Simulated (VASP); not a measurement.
# PbF2 (Fm-3m) in VASP: further runs

PbF2 is run at these levels: LDA; tasks: electric field gradients, density of states.

Program: VASP 6.6.1. These are calculated values, not measurements. Logs are shortened: lines on timing, memory, paths and dates and some standing lists are left out, and cuts for length are marked.

### 1 The cell of the first run

It takes space group Fm-3m (No. 225, cubic). The conventional cell has a = 5.940 Å, b = 5.940 Å, c = 5.940 Å, α = 90.00°, β = 90.00°, γ = 90.00°. Within 3.4 Å of Pb (site symmetry m-3m) lie 8 F at 2.57 Å. Within 3.4 Å of F (site symmetry -43m) lie 4 Pb at 2.57 Å and 6 F at 2.97 Å.

### 2 Electric field gradients, LDA

Contents of INCAR:

```
SYSTEM = PbF2
PREC     = Accurate       ! precision mode
ENCUT    = 520            ! plane-wave cutoff, eV
EDIFF    = 1E-8           ! SCF threshold, eV
ISMEAR   = -1             ! smearing method
SIGMA    = 0.03           ! smearing width, eV
LREAL    = .False.        ! projectors in reciprocal space
LASPH    = .True.         ! aspherical terms in the spheres
NELM     = 100            ! most SCF steps
ALGO     = Normal         ! electronic algorithm
ISIF     = 2              ! what is computed and relaxed
LWAVE    = .False.        ! write WAVECAR
LCHARG   = .False.        ! write CHGCAR
LEFG     = .True.       
NBANDS   = 21             ! bands
```

Contents of KPOINTS:

```
regular mesh
0
Gamma
  7 7 7
  0 0 0
```

Contents of POSCAR:

```
PbF2
1.0
    0.0000000000      2.9698500000      2.9698500000
    2.9698500000      0.0000000000      2.9698500000
    2.9698500000      2.9698500000      0.0000000000
Pb F
1 2
Direct
    0.0000000000      0.0000000000      0.0000000000
    0.2500000000      0.2500000000      0.2500000000
    0.7500000000      0.7500000000      0.7500000000
```

Potentials or basis: VASP PAW LDA potentials, release 64 (Pb_d, F).

Started as:

```bash
$ cat potpaw_LDA.64/Pb_d/POTCAR potpaw_LDA.64/F/POTCAR > POTCAR
$ mpirun -np 1 vasp_std > vasp.out
```

OUTCAR:

```text
SYSTEM = PbF2
   PREC = Accurate
   ENCUT = 520
   EDIFF = 1E-8
   ISMEAR = -1
   LREAL = .False.
   LASPH = .True.
   NELM = 100
   ISIF = 2

 ion  position               nearest neighbor table
   1  0.000  0.000  0.000-   3 2.57   3 2.57   3 2.57   2 2.57   2 2.57   2 2.57   3 2.57   2 2.57

   2  0.250  0.250  0.250-   1 2.57   1 2.57   1 2.57   1 2.57
   3  0.750  0.750  0.750-   1 2.57   1 2.57   1 2.57   1 2.57

  LATTYP: Found a face centered cubic cell.
 ALAT       =     5.9397000000

  Lattice vectors:

 A1 = (   0.0000000000,   2.9698500000,   2.9698500000)
 A2 = (   2.9698500000,   0.0000000000,   2.9698500000)
 A3 = (   2.9698500000,   2.9698500000,   0.0000000000)

Analysis of symmetry for initial positions (statically):
=====================================================================
 Subroutine PRICEL returns:
 Original cell was already a primitive cell.

 Routine SETGRP: Setting up the symmetry group for a
 face centered cubic supercell.

 Subroutine GETGRP returns: Found 48 space group operations
 (whereof 48 operations were pure point group operations)
 out of a pool of 48 trial point group operations.

The static configuration has the point symmetry O_h .

Analysis of symmetry for dynamics (positions and initial velocities):
=====================================================================
 Subroutine PRICEL returns:
 Original cell was already a primitive cell.

 Routine SETGRP: Setting up the symmetry group for a
 face centered cubic supercell.

 Subroutine GETGRP returns: Found 48 space group operations
 (whereof 48 operations were pure point group operations)
 out of a pool of 48 trial point group operations.

The dynamic configuration has the point symmetry O_h .

 Subroutine INISYM returns: Found 48 space group operations
 (whereof 48 operations are pure point group operations),
 and found     1 'primitive' translations

----------------------------------------------------------------------------------------

                                     Primitive cell

  volume of cell :      52.3882

  direct lattice vectors                    reciprocal lattice vectors
     0.000000000  2.969850000  2.969850000    -0.168358671  0.168358671  0.168358671
     2.969850000  0.000000000  2.969850000     0.168358671 -0.168358671  0.168358671
     2.969850000  2.969850000  0.000000000     0.168358671  0.168358671 -0.168358671

  length of vectors
     4.200002148  4.200002148  4.200002148     0.291605773  0.291605773  0.291605773

  position of ions in fractional coordinates (direct lattice)
     0.000000000  0.000000000  0.000000000
     0.250000000  0.250000000  0.250000000
     0.750000000  0.750000000  0.750000000

  ion indices of the primitive-cell ions
   primitive index   ion index
                 1           1
                 2           2
                 3           3

----------------------------------------------------------------------------------------

 KPOINTS: regular mesh

Automatic generation of k-mesh.
 Grid dimensions read from file:
 generate k-points for:    7    7    7

 Generating k-lattice:

  Cartesian coordinates                     Fractional coordinates (reciprocal lattice)
    -0.024051239  0.024051239  0.024051239     0.142857143  0.000000000  0.000000000
     0.024051239 -0.024051239  0.024051239     0.000000000  0.142857143  0.000000000
     0.024051239  0.024051239 -0.024051239     0.000000000  0.000000000  0.142857143

  Length of vectors
     0.041657968  0.041657968  0.041657968

  Shift w.r.t. Gamma in fractional coordinates (k-lattice)
     0.000000000  0.000000000  0.000000000

 Subroutine IBZKPT returns following result:
 ===========================================

 Found     20 irreducible k-points:

 Following reciprocal coordinates:
            Coordinates               Weight
  0.000000  0.000000  0.000000      1.000000
  0.142857  0.000000  0.000000      8.000000
  0.285714  0.000000  0.000000      8.000000
  0.428571  0.000000  0.000000      8.000000
  0.142857  0.142857  0.000000      6.000000
  0.285714  0.142857  0.000000     24.000000
[... 12 lines left out ...]
 -0.428571  0.428571  0.142857     24.000000
 -0.285714  0.428571  0.142857     24.000000
   k-points           NKPTS =     20   k-points in BZ     NKDIM =     20   number of bands    NBANDS=     21
   number of dos      NEDOS =    301   number of ions     NIONS =      3
   total plane-waves  NPLWV =  32768
   dimension x,y,z NGX =    32 NGY =   32 NGZ =   32
   dimension x,y,z NGXF=    64 NGYF=   64 NGZF=   64
   ions per type =               1   2
   NGX,Y,Z   is equivalent  to a cutoff of  12.67, 12.67, 12.67 a.u.
   NGXF,Y,Z  is equivalent  to a cutoff of  25.33, 25.33, 25.33 a.u.
 SYSTEM =  PbF2
   PREC   = accura    normal or accurate (medium, high low for compatibility)
   ISTART =      0    job   : 0-new  1-cont  2-samecut
   ICHARG =      2    charge: 1-file 2-atom 10-const
   ISPIN  =      1    spin polarized calculation?
   LNONCOLLINEAR =      F non collinear calculations
   LSORBIT =      F    spin-orbit coupling
   LASPH  =      T    aspherical Exc in radial PAW
   ENCUT  =  520.0 eV  38.22 Ry    6.18 a.u.   7.81  7.81  7.81*2*pi/ulx,y,z
   NELM   =    100;   NELMIN=  2; NELMDL= -5     # of ELM steps
   EDIFF  = 0.1E-07   stopping-criterion for ELM
   LREAL  =      F    real-space projection
   EDIFFG = 0.1E-06   stopping-criterion for IOM
   NSW    =      0    number of steps for IOM
   IBRION =     -1    ionic relax: 0-MD 1-quasi-New 2-CG
   NFREE  =      0    steps in history (QN), initial steepest desc. (CG)
   ISIF   =      2    stress and relaxation
   ISYM   =      2    0-nonsym 1-usesym 2-fastsym
   POTIM  = 0.5000    time-step for ionic-motion
   TEBEG  =    0.0;   TEEND  =   0.0 temperature during run
   PSTRESS=    0.0 pullay stress
   NELECT =      28.0000    total number of electrons
   NUPDOWN=      -1.0000    fix difference up-down
   EMIN   =  10.00;   EMAX   =-10.00  energy-range for DOS
   EFERMI =   0.00;   METHOD = LEGACY
   ISMEAR =    -1;   SIGMA  =   0.03  broadening in eV -4-tet -1-fermi 0-gaus
   EFERMI_NEDOS =   21; number of points for ismear=-14 and -15
   IALGO  =     38    algorithm
   IMIX   =      4    mixing-type and parameters
     AMIX     =   0.40;   BMIX     =  1.00
     AMIX_MAG =   1.60;   BMIX_MAG =  1.00
  volume/ion in A,a.u.               =      17.46       117.84
  Fermi-wavevector in a.u.,A,eV,Ry     =   1.328566  2.510625 24.015460  1.765086
  Thomas-Fermi vector in A             =   2.457794
   LORBIT       =      0    0 simple, 1 ext, 2 COOP (PROOUT), +10 PAW based schemes
   GGA     = CA    functional components
   LHFCALC =     F    Hartree Fock is set to
   AEXX    =    0.0000 exact exchange contribution
   IVDW    =     0    specifies the selected vdW correction
   LEPSILON=     F    determine dielectric tensor
   LRPA    =     F    only Hartree local field effects (RPA)
 non-spin polarized calculation
  energy-cutoff  :      520.00
  volume of cell :       52.39
 maximum number of plane-waves:      1420
   NGX = 15   NGY = 15   NGZ = 15

 number of electron      28.0000010 magnetization

 Free energy of the ion-electron system (eV)
  ---------------------------------------------------
  ext. energy  EPLUGINS =         0.00000000
  ---------------------------------------------------
  free energy    TOTEN  =       -15.90659434 eV

  energy without entropy =      -15.90659434  energy(sigma->0) =      -15.90659434

 E-fermi :   2.1765     XC(G=0): -10.0339

 val. band max:        1.4179745693   @ k =  -0.2857   0.4286   0.1429
 cond. band min:       5.6764190676   @ k =   0.4286   0.4286   0.0000
 fundamental gap:      4.2584444983
 Fermi energy:         2.1764915928

 k-point     1 :       0.0000    0.0000    0.0000
  band No.  band energies     occupation
      1     -19.2280      2.00000
      2     -18.5670      2.00000
      3     -12.9012      2.00000
      4     -12.9012      2.00000
      5     -12.9012      2.00000
      6     -12.8313      2.00000
[... 13 lines left out ...]
     20      16.2447      0.00000
     21      18.5853      0.00000
[... 433 lines left out ...]
 k-point    20 :      -0.2857    0.4286    0.1429
  band No.  band energies     occupation
      1     -18.8778      2.00000
      2     -18.8708      2.00000
      3     -12.8533      2.00000
      4     -12.8218      2.00000
      5     -12.8177      2.00000
      6     -12.7477      2.00000
[... 13 lines left out ...]
     20      17.1736      0.00000
     21      17.6243      0.00000

------------------------ aborting loop because EDIFF is reached ----------------------------------------

  FORCE on cell =-STRESS in cart. coord.  units (eV):
  Direction    XX          YY          ZZ          XY          YZ          ZX
  --------------------------------------------------------------------------------------
  -------------------------------------------------------------------------------------
  Total       -1.6124605     -1.6124605     -1.6124605      0.0000000      0.0000000      0.0000000
  in kB      -49.3135336    -49.3135336    -49.3135336      0.0000000      0.0000000      0.0000000
  external PRESSURE =     -49.3135336 kB  Pullay stress =       0.0000000 kB

 VOLUME and BASIS-vectors are now :
 -----------------------------------------------------------------------------
  energy-cutoff  :      520.00
  volume of cell :       52.39
      direct lattice vectors                 reciprocal lattice vectors
     0.000000000  2.969850000  2.969850000    -0.168358671  0.168358671  0.168358671
     2.969850000  0.000000000  2.969850000     0.168358671 -0.168358671  0.168358671
     2.969850000  2.969850000  0.000000000     0.168358671  0.168358671 -0.168358671

 POSITION                                       TOTAL-FORCE (eV/Angst)
 -----------------------------------------------------------------------------------
      0.00000      0.00000      0.00000        -0.000000     -0.000000      0.000000
      1.48493      1.48493      1.48493         0.000000      0.000000     -0.000000
      4.45477      4.45477      4.45477        -0.000000     -0.000000      0.000000
 -----------------------------------------------------------------------------------
    total drift:                                0.000000     -0.000000      0.000000

  FREE ENERGIE OF THE ION-ELECTRON SYSTEM (eV)
  ---------------------------------------------------
  free  energy   TOTEN  =       -15.9065943371 eV

  energy  without entropy=      -15.9065943371  energy(sigma->0) =      -15.90659434

 Electric field gradients (V/A^2)
---------------------------------------------------------------------
 ion       V_xx      V_yy      V_zz      V_xy      V_xz      V_yz
---------------------------------------------------------------------
   1       0.000    -0.000     0.000    -0.001    -0.001    -0.001
   2       0.000     0.000     0.000     0.002     0.002     0.002
   3       0.000     0.000     0.000     0.002     0.002     0.002
---------------------------------------------------------------------

 Electric field gradients after diagonalization (V/A^2)
 (convention: |V_zz| > |V_xx| > |V_yy|)
----------------------------------------------------------------------
 ion       V_xx      V_yy      V_zz     asymmetry (V_yy - V_xx)/ V_zz
----------------------------------------------------------------------
   1       0.001     0.001    -0.002       0.000
   2      -0.002    -0.002     0.005       0.000
   3      -0.002    -0.002     0.005       0.000
----------------------------------------------------------------------

           NMR quadrupolar parameters

 Cq : quadrupolar parameter    Cq=e*Q*V_zz/h
 eta: asymmetry parameters     (V_yy - V_xx)/ V_zz
 Q  : nuclear electric quadrupole moment in mb (millibarn)
----------------------------------------------------------------------
 ion       Cq(MHz)       eta       Q (mb)
----------------------------------------------------------------------
   1      -0.000       0.000       1.000
   2       0.000       0.000       1.000
   3       0.000       0.000       1.000
----------------------------------------------------------------------
```

It took 12 s on 1 thread of AMD EPYC 9R45 (Zen 5), shared host; peak memory 0.13 GiB.

What came out:

| Property | Result |
| --- | --- |
| Free energy | -15.9066 eV |
| Pressure | -4.9 GPa |
| Band gap on the k mesh | 4.26 eV, indirect (least direct gap 4.48 eV) |

Caveat: without QUAD_EFG the Cq values of the log hold for a quadrupole moment of 1 mb, not for the nuclei; spin-orbit coupling is left out, which moves the levels of the heavy elements.

### 3 Electric field gradients, LDA (volume scaled by 1.01)

Contents of INCAR:

```
PREC = Accurate
ENCUT = 520
EDIFF = 1E-8
ISMEAR = -1
SIGMA = 0.03
LREAL = False
LASPH = True
NELM = 100
ALGO = Normal
ISIF = 2
LWAVE = False
LCHARG = False
LEFG = True
NBANDS = 21
```

Contents of KPOINTS:

```
Automatic mesh
0
Gamma
  7 7 7
```

Contents of POSCAR:

```
PbF2
1.0
    0.0000000000      2.9797166838      2.9797166838
    2.9797166838      0.0000000000      2.9797166838
    2.9797166838      2.9797166838      0.0000000000
Pb F
1 2
Direct
    0.0000000000      0.0000000000      0.0000000000
    0.2500000000      0.2500000000      0.2500000000
    0.7500000000      0.7500000000      0.7500000000
```

Potentials or basis: VASP PAW LDA potentials, release 64 (Pb_d, F).

Started as:

```bash
$ cat potpaw_LDA.64/Pb_d/POTCAR potpaw_LDA.64/F/POTCAR > POTCAR
$ mpirun -np 1 vasp_std > vasp.out
```

OUTCAR:

```text
PREC = Accurate
   ENCUT = 520
   EDIFF = 1E-8
   ISMEAR = -1
   LREAL = False
   LASPH = True
   NELM = 100
   ISIF = 2

 ion  position               nearest neighbor table
   1  0.000  0.000  0.000-   3 2.58   3 2.58   2 2.58   3 2.58   2 2.58   2 2.58   3 2.58   2 2.58

   2  0.250  0.250  0.250-   1 2.58   1 2.58   1 2.58   1 2.58
   3  0.750  0.750  0.750-   1 2.58   1 2.58   1 2.58   1 2.58

  LATTYP: Found a face centered cubic cell.
 ALAT       =     5.9594333676

  Lattice vectors:

 A1 = (   0.0000000000,   2.9797166838,   2.9797166838)
 A2 = (   2.9797166838,   0.0000000000,   2.9797166838)
 A3 = (   2.9797166838,   2.9797166838,   0.0000000000)

Analysis of symmetry for initial positions (statically):
=====================================================================
 Subroutine PRICEL returns:
 Original cell was already a primitive cell.

[... 668 lines left out ...]
     2.979716684  0.000000000  2.979716684     0.167801188 -0.167801188  0.167801188
     2.979716684  2.979716684  0.000000000     0.167801188  0.167801188 -0.167801188

 POSITION                                       TOTAL-FORCE (eV/Angst)
 -----------------------------------------------------------------------------------
      0.00000      0.00000      0.00000         0.000000     -0.000000     -0.000000
      1.48986      1.48986      1.48986        -0.000000     -0.000000     -0.000000
      4.46958      4.46958      4.46958         0.000000      0.000000      0.000000
 -----------------------------------------------------------------------------------
    total drift:                                0.000000     -0.000000      0.000000

  FREE ENERGIE OF THE ION-ELECTRON SYSTEM (eV)
  ---------------------------------------------------
  free  energy   TOTEN  =       -15.8902554469 eV

  energy  without entropy=      -15.8902554469  energy(sigma->0) =      -15.89025545

 Electric field gradients (V/A^2)
---------------------------------------------------------------------
 ion       V_xx      V_yy      V_zz      V_xy      V_xz      V_yz
---------------------------------------------------------------------
   1       0.000     0.000    -0.000    -0.001    -0.001    -0.001
   2      -0.000    -0.000     0.000     0.003     0.003     0.003
   3      -0.000    -0.000     0.000     0.003     0.003     0.003
---------------------------------------------------------------------

 Electric field gradients after diagonalization (V/A^2)
 (convention: |V_zz| > |V_xx| > |V_yy|)
----------------------------------------------------------------------
 ion       V_xx      V_yy      V_zz     asymmetry (V_yy - V_xx)/ V_zz
----------------------------------------------------------------------
   1       0.001     0.001    -0.002       0.000
   2      -0.003    -0.003     0.006       0.000
   3      -0.003    -0.003     0.006       0.000
----------------------------------------------------------------------

           NMR quadrupolar parameters

 Cq : quadrupolar parameter    Cq=e*Q*V_zz/h
 eta: asymmetry parameters     (V_yy - V_xx)/ V_zz
 Q  : nuclear electric quadrupole moment in mb (millibarn)
----------------------------------------------------------------------
 ion       Cq(MHz)       eta       Q (mb)
----------------------------------------------------------------------
   1      -0.000       0.000       1.000
   2       0.000       0.000       1.000
   3       0.000       0.000       1.000
----------------------------------------------------------------------
```

stdout:

```text
POSCAR found type information on POSCAR PbF
 POSCAR found :  2 types and       3 ions
 scaLAPACK will be used
 LDA part: xc-table for (Slater(with rela. corr.)+CA(PZ))
 , standard interpolation
 POSCAR, INCAR and KPOINTS ok, starting setup
 FFT: planning ... GRIDC
 FFT: planning ... GRID_SOFT
 FFT: planning ... GRID
 WAVECAR not read
 entering main loop
ion   1

ion   2

ion   3
```

Run time: 11 s. Hardware: 1 thread of AMD EPYC 9R45 (Zen 5), shared host; peak memory 0.13 GiB.

Results:

- Free energy: -15.8903 eV
- Pressure: -5.6 GPa
- Band gap on the k mesh: 4.26 eV, indirect (least direct gap 4.48 eV)

Levels at points of the mesh, in eV from the valence-band top:
```csv
k point,band 11,band 12,band 13,band 14,band 15,band 16,band 17,band 18
"(0.00, 0.00, 0.00)",-2.39,-1.89,-1.89,-1.89,6.57,6.57,6.57,10.23
```

Caveat: without QUAD_EFG the Cq values of the log hold for a quadrupole moment of 1 mb, not for the nuclei; spin-orbit coupling is left out, which moves the levels of the heavy elements. A k mesh can miss the band edges.

[end of part 1 of 2]
